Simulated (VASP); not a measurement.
# HfN (Fm-3m) in VASP: single point with PBE

Aim: the single point of HfN with PBE.

All numbers are computed with VASP 6.6.1; they aren't measurements. Logs are shortened: lines on timing, memory, paths and dates and some standing lists are left out, and cuts for length are marked.

## 1. The cell of the first run

Symmetry: Fm-3m, No. 225, cubic system. Conventional cell: a = 4.512 Å, b = 4.512 Å, c = 4.512 Å, α = 90.00°, β = 90.00°, γ = 90.00°. Within 3.0 Å of Hf (site symmetry m-3m) lie 6 N at 2.26 Å. Within 3.0 Å of N (site symmetry m-3m) lie 6 Hf at 2.26 Å.

## 2. Single point, PBE

Input file INCAR:

```
PREC = Accurate ; ENCUT = 520
EDIFF = 1E-6 ; ISMEAR = 1
SIGMA = 0.1 ; LREAL = False
LASPH = True ; NELM = 80
ALGO = Normal ; ISIF = 2
LWAVE = False ; LCHARG = True
GGA = PE ; LELF = True
LVHAR = True ; NBANDS = 14
```

Input file KPOINTS:

```
regular mesh
0
Gamma
  11 11 11
```

Input file POSCAR:

```
HfN
1.0
    0.0000000000      2.2560000000      2.2560000000
    2.2560000000      0.0000000000      2.2560000000
    2.2560000000      2.2560000000      0.0000000000
Hf N
1 1
Direct
    0.0000000000      0.0000000000      0.0000000000
    0.5000000000      0.5000000000      0.5000000000
```

Potentials or basis: VASP PAW PBE potentials, release 64 (Hf_pv, N).

Run with:

```
cat potpaw_PBE.64/Hf_pv/POTCAR potpaw_PBE.64/N/POTCAR > POTCAR
mpirun -np 1 vasp_std > vasp.out
```

OUTCAR:

```text
PREC = Accurate
   ENCUT = 520
   EDIFF = 1E-6
   ISMEAR = 1
   LREAL = False
   LASPH = True
   NELM = 80
   ISIF = 2
   GGA = PE

 ion  position               nearest neighbor table
   1  0.000  0.000  0.000-   2 2.26   2 2.26   2 2.26   2 2.26   2 2.26   2 2.26
   2  0.500  0.500  0.500-   1 2.26   1 2.26   1 2.26   1 2.26   1 2.26   1 2.26

  LATTYP: Found a face centered cubic cell.
 ALAT       =     4.5120000000

  Lattice vectors:

 A1 = (   0.0000000000,   2.2560000000,   2.2560000000)
 A2 = (   2.2560000000,   0.0000000000,   2.2560000000)
 A3 = (   2.2560000000,   2.2560000000,   0.0000000000)

Analysis of symmetry for initial positions (statically):
=====================================================================
 Subroutine PRICEL returns:
 Original cell was already a primitive cell.

 Routine SETGRP: Setting up the symmetry group for a
 face centered cubic supercell.

 Subroutine GETGRP returns: Found 48 space group operations
 (whereof 48 operations were pure point group operations)
 out of a pool of 48 trial point group operations.

The static configuration has the point symmetry O_h .

Analysis of symmetry for dynamics (positions and initial velocities):
=====================================================================
 Subroutine PRICEL returns:
 Original cell was already a primitive cell.

 Routine SETGRP: Setting up the symmetry group for a
 face centered cubic supercell.

 Subroutine GETGRP returns: Found 48 space group operations
 (whereof 48 operations were pure point group operations)
 out of a pool of 48 trial point group operations.

The dynamic configuration has the point symmetry O_h .

 Subroutine INISYM returns: Found 48 space group operations
 (whereof 48 operations are pure point group operations),
 and found     1 'primitive' translations

----------------------------------------------------------------------------------------

                                     Primitive cell

  volume of cell :      22.9640

  direct lattice vectors                    reciprocal lattice vectors
     0.000000000  2.256000000  2.256000000    -0.221631206  0.221631206  0.221631206
     2.256000000  0.000000000  2.256000000     0.221631206 -0.221631206  0.221631206
     2.256000000  2.256000000  0.000000000     0.221631206  0.221631206 -0.221631206

  length of vectors
     3.190465797  3.190465797  3.190465797     0.383876509  0.383876509  0.383876509

  position of ions in fractional coordinates (direct lattice)
     0.000000000  0.000000000  0.000000000
     0.500000000  0.500000000  0.500000000

  ion indices of the primitive-cell ions
   primitive index   ion index
                 1           1
                 2           2

----------------------------------------------------------------------------------------

 KPOINTS: regular mesh

Automatic generation of k-mesh.
 Grid dimensions read from file:
 generate k-points for:   11   11   11

 Generating k-lattice:

  Cartesian coordinates                     Fractional coordinates (reciprocal lattice)
    -0.020148291  0.020148291  0.020148291     0.090909091  0.000000000  0.000000000
     0.020148291 -0.020148291  0.020148291     0.000000000  0.090909091  0.000000000
     0.020148291  0.020148291 -0.020148291     0.000000000  0.000000000  0.090909091

  Length of vectors
     0.034897864  0.034897864  0.034897864

  Shift w.r.t. Gamma in fractional coordinates (k-lattice)
     0.000000000  0.000000000  0.000000000

 Subroutine IBZKPT returns following result:
 ===========================================

 Found     56 irreducible k-points:

 Following reciprocal coordinates:
            Coordinates               Weight
  0.000000  0.000000  0.000000      1.000000
  0.090909  0.000000  0.000000      8.000000
  0.181818  0.000000  0.000000      8.000000
  0.272727  0.000000  0.000000      8.000000
  0.363636  0.000000  0.000000      8.000000
  0.454545  0.000000  0.000000      8.000000
[... 16 lines left out ...]
 -0.272727  0.181818  0.000000     24.000000
 -0.181818  0.181818  0.000000     12.000000
 [... further k-points ...]
   k-points           NKPTS =     56   k-points in BZ     NKDIM =     56   number of bands    NBANDS=     14
   number of dos      NEDOS =    301   number of ions     NIONS =      2
   total plane-waves  NPLWV =  13824
   dimension x,y,z NGX =    24 NGY =   24 NGZ =   24
   dimension x,y,z NGXF=    48 NGYF=   48 NGZF=   48
   ions per type =               1   1
   NGX,Y,Z   is equivalent  to a cutoff of  12.51, 12.51, 12.51 a.u.
   NGXF,Y,Z  is equivalent  to a cutoff of  25.01, 25.01, 25.01 a.u.
 SYSTEM =  unknown system
   PREC   = accura    normal or accurate (medium, high low for compatibility)
   ISTART =      0    job   : 0-new  1-cont  2-samecut
   ICHARG =      2    charge: 1-file 2-atom 10-const
   ISPIN  =      1    spin polarized calculation?
   LNONCOLLINEAR =      F non collinear calculations
   LSORBIT =      F    spin-orbit coupling
   LASPH  =      T    aspherical Exc in radial PAW
   ENCUT  =  520.0 eV  38.22 Ry    6.18 a.u.   5.93  5.93  5.93*2*pi/ulx,y,z
   NELM   =     80;   NELMIN=  2; NELMDL= -5     # of ELM steps
   EDIFF  = 0.1E-05   stopping-criterion for ELM
   LREAL  =      F    real-space projection
   EDIFFG = 0.1E-04   stopping-criterion for IOM
   NSW    =      0    number of steps for IOM
   IBRION =     -1    ionic relax: 0-MD 1-quasi-New 2-CG
   NFREE  =      0    steps in history (QN), initial steepest desc. (CG)
   ISIF   =      2    stress and relaxation
   ISYM   =      2    0-nonsym 1-usesym 2-fastsym
   POTIM  = 0.5000    time-step for ionic-motion
   TEBEG  =    0.0;   TEEND  =   0.0 temperature during run
   PSTRESS=    0.0 pullay stress
   NELECT =      15.0000    total number of electrons
   NUPDOWN=      -1.0000    fix difference up-down
   EMIN   =  10.00;   EMAX   =-10.00  energy-range for DOS
   EFERMI =   0.00;   METHOD = LEGACY
   ISMEAR =     1;   SIGMA  =   0.10  broadening in eV -4-tet -1-fermi 0-gaus
   EFERMI_NEDOS =   21; number of points for ismear=-14 and -15
   IALGO  =     38    algorithm
   IMIX   =      4    mixing-type and parameters
     AMIX     =   0.40;   BMIX     =  1.00
     AMIX_MAG =   1.60;   BMIX_MAG =  1.00
  volume/ion in A,a.u.               =      11.48        77.48
  Fermi-wavevector in a.u.,A,eV,Ry     =   1.420440  2.684242 27.451783  2.017649
  Thomas-Fermi vector in A             =   2.541355
   LORBIT       =      0    0 simple, 1 ext, 2 COOP (PROOUT), +10 PAW based schemes
   GGA     = PE    functional components
   LHFCALC =     F    Hartree Fock is set to
   AEXX    =    0.0000 exact exchange contribution
   IVDW    =     0    specifies the selected vdW correction
   LEPSILON=     F    determine dielectric tensor
   LRPA    =     F    only Hartree local field effects (RPA)
 non-spin polarized calculation
 Methfessel and Paxton  Order N= 1 SIGMA  =   0.10
  energy-cutoff  :      520.00
  volume of cell :       22.96
 maximum number of plane-waves:       628
   NGX = 11   NGY = 11   NGZ = 11

 number of electron      15.0000001 magnetization

 Free energy of the ion-electron system (eV)
  ---------------------------------------------------
  ext. energy  EPLUGINS =         0.00000000
  ---------------------------------------------------
  free energy    TOTEN  =       -21.74658780 eV

  energy without entropy =      -21.74659428  energy(sigma->0) =      -21.74658996

 E-fermi :   8.3633     XC(G=0): -12.7535

 val. band max:        8.3601347391   @ k =   0.4545   0.1818   0.0000
 cond. band min:       8.4053914520   @ k =  -0.0909   0.0909   0.0000
 fundamental gap:      0.0452567129
 Fermi energy:         8.3632570609

 k-point     1 :       0.0000    0.0000    0.0000
  band No.  band energies     occupation
      1     -22.7192      2.00000
      2     -22.7192      2.00000
      3     -22.7192      2.00000
      4      -9.1107      2.00000
      5       5.3912      2.00000
      6       5.3912      2.00000
      7       5.3912      2.00000
      8       8.0713      2.00029
      9       8.0713      2.00029
     10       8.0713      2.00029
     11      10.2565     -0.00000
     12      10.3983      0.00000
     13      10.3983      0.00000
     14      17.9939      0.00000

 k-point     2 :       0.0909    0.0000    0.0000
  band No.  band energies     occupation
      1     -22.8040      2.00000
      2     -22.7262      2.00000
      3     -22.7262      2.00000
      4      -8.9200      2.00000
      5       4.6046      2.00000
      6       4.9283      2.00000
      7       4.9283      2.00000
      8       8.2697      2.03410
      9       8.3456      1.29388
     10       8.3456      1.29388
     11      10.8472      0.00000
     12      11.0198      0.00000
     13      11.0198      0.00000
     14      18.6349      0.00000

 k-point     3 :       0.1818    0.0000    0.0000
  band No.  band energies     occupation
      1     -23.0240      2.00000
      2     -22.7450      2.00000
      3     -22.7450      2.00000
      4      -8.3976      2.00000
      5       3.1059      2.00000
      6       4.0314      2.00000
      7       4.0314      2.00000
      8       8.5953     -0.00498
      9       9.0374     -0.00000
     10       9.0374     -0.00000
     11      12.1360      0.00000
     12      12.4735      0.00000
     13      12.4735      0.00000
     14      20.2436      0.00000
[... 324 lines left out ...]
 k-point    23 :      -0.2727    0.1818    0.0000
  band No.  band energies     occupation
      1     -23.4182      2.00000
      2     -22.9931      2.00000
      3     -22.7879      2.00000
      4      -7.1081      2.00000
      5       0.7230      2.00000
      6       2.5451      2.00000
      7       3.1515      2.00000
      8       9.8154     -0.00000
      9      10.3437     -0.00000
     10      11.9825      0.00000
     11      12.7989      0.00000
     12      15.6818      0.00000
     13      16.8930      0.00000
     14      20.4930      0.00000

 k-point    24 :      -0.1818    0.1818    0.0000
  band No.  band energies     occupation
      1     -23.2664      2.00000
      2     -22.9202      2.00000
      3     -22.7544      2.00000
      4      -7.5836      2.00000
      5       1.4269      2.00000
      6       2.8742      2.00000
      7       3.6238      2.00000
      8       9.2720     -0.00000
      9       9.4935     -0.00000
     10      11.5132      0.00000
     11      11.6954      0.00000
     12      14.6467      0.00000
     13      15.6337      0.00000
     14      20.6421      0.00000

 [... further k-points ...]
[... 5 lines left out ...]
  --------------------------------------------------------------------------------------
  -------------------------------------------------------------------------------------
  Total        0.6045213      0.6045213      0.6045213      0.0000000     -0.0000000      0.0000000
  in kB       42.1769248     42.1769248     42.1769248      0.0000000     -0.0000000      0.0000000
  external PRESSURE =      42.1769248 kB  Pullay stress =       0.0000000 kB

 VOLUME and BASIS-vectors are now :
 -----------------------------------------------------------------------------
  energy-cutoff  :      520.00
  volume of cell :       22.96
      direct lattice vectors                 reciprocal lattice vectors
     0.000000000  2.256000000  2.256000000    -0.221631206  0.221631206  0.221631206
     2.256000000  0.000000000  2.256000000     0.221631206 -0.221631206  0.221631206
     2.256000000  2.256000000  0.000000000     0.221631206  0.221631206 -0.221631206

 POSITION                                       TOTAL-FORCE (eV/Angst)
 -----------------------------------------------------------------------------------
      0.00000      0.00000      0.00000        -0.000000     -0.000000     -0.000000
      2.25600      2.25600      2.25600         0.000000      0.000000      0.000000
 -----------------------------------------------------------------------------------
    total drift:                                0.000000     -0.000000     -0.000000

  FREE ENERGIE OF THE ION-ELECTRON SYSTEM (eV)
  ---------------------------------------------------
  free  energy   TOTEN  =       -21.7465878014 eV

  energy  without entropy=      -21.7465942814  energy(sigma->0) =      -21.74658996
```

Wall time 19 s (1 thread of AMD EPYC 7R43 (Zen 3), shared host); peak memory 0.12 GiB.

Results:

```yaml
Free_energy: -21.7466 eV
Pressure: 4.2 GPa
```

Caveat: spin-orbit coupling is left out, which moves the levels of the heavy elements.
